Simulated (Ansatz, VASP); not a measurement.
**Two plane-wave programs on Ti**

```
Ti
1.0
     3.17353    0.00000    0.00000
    -1.58677    2.74836    0.00000
     0.00000    0.00000    4.65063
Ti
2
Direct
  0.33333 0.66667 0.25000
  0.66667 0.33333 0.75000
```

Change from the starting cell: strain +0.080 along x and y, +0.000 along z, atoms carried along.

Alike in both runs: task single point; functional PBE; k mesh 24 × 24 × 14; occupations gaussian, width 0.15 eV; no spin polarisation.

|  | VASP | Ansatz |
| --- | --- | --- |
| version | VASP 6.6.1 | Ansatz 0.2.0 |
| potentials or method | VASP PAW PBE potentials, release 64 (Ti_sv), cutoff 520 eV | scalar-relativistic, plane waves, PAW |
| valence electrons in the cell | 24 | 24 |

```csv
,VASP,Ansatz,Ansatz less VASP
gap on the k mesh at the Fermi level (eV),none,none,-
pressure (GPa),-12.7,-12.6,+0.07
"traceless stress, the component that is largest in VASP (GPa)",3.75,3.78,+0.022
```

A gap of «none» marks a metal or a gap that the smearing closes.
